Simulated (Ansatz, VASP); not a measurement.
**Si in VASP and in Ansatz**

Contents of POSCAR:

```
Si
1.0
    0.0000000000      2.7440864455      2.7440864455
    2.7440864455      0.0000000000      2.7440864455
    2.7440864455      2.7440864455      0.0000000000
Si
2
Direct
    0.0000000000      0.0000000000      0.0000000000
    0.2500000000      0.2500000000      0.2500000000
```

Contents of INCAR.step1:

```
PREC = Accurate
ENCUT = 520
EDIFF = 1E-5
ISMEAR = -1
SIGMA = 0.05
LREAL = F
LASPH = T
NELM = 100
ALGO = Normal
ISIF = 2
LWAVE = T
LCHARG = F
GGA = PE
NBANDS = 11
```

Contents of INCAR.step2:

```
PREC = Accurate
ENCUT = 520
EDIFF = 1E-7
ISMEAR = -1
SIGMA = 0.05
LREAL = F
LASPH = T
NELM = 100
ALGO = Normal
ISIF = 2
LWAVE = F
LCHARG = F
GGA = PE
LHFCALC = T
HFSCREEN = 0.2079
PRECFOCK = Normal
ISTART = 1
NBANDS = 11
```

KPOINTS

```
regular mesh
0
Gamma
  4 4 4
```

Input for Ansatz:

```yaml
crystal:
  lattice:
    - [0.0, 2.744086445488, 2.744086445488]
    - [2.744086445488, 0.0, 2.744086445488]
    - [2.744086445488, 2.744086445488, 0.0]
  atoms:
    - { symbol: Si, position: [0.0, 0.0, 0.0] }
    - { symbol: Si, position: [0.25, 0.25, 0.25] }
kpoints:
  mp_grid: { grid: [4, 4, 4] }
hamiltonian:
  xc: hse06
  pseudopotentials: { kind: paw }
scf:
  occupations: { method: fermi_dirac, width: 0.05 }
output:
  forces: true
  stress: true
  eigenvalues: true
```

Alike in both runs: task single point; functional HSE06; k mesh 4 × 4 × 4; occupations fermi-dirac, width 0.05 eV; no spin polarisation.

|  | VASP | Ansatz |
| --- | --- | --- |
| version | VASP 6.6.1 | Ansatz 0.2.0 development build |
| potentials or method | VASP PAW PBE potentials, release 64 (Si) | plane waves, PAW datasets (generated soft set 1) |
| plane-wave cutoff (eV) | 520 | 420 |
| valence electrons in the cell | 8 | 8 |

Ansatz gave:

```
gap on the k mesh at the Fermi level (eV) : 1.37
```

Q: Estimate VASP's values.

A: gap on the k mesh at the Fermi level (eV): 1.39.

Ansatz's warnings: stress exchange threshold loose, stress scf threshold loose.

The k mesh is coarse, so the values compare programs but aren't converged.
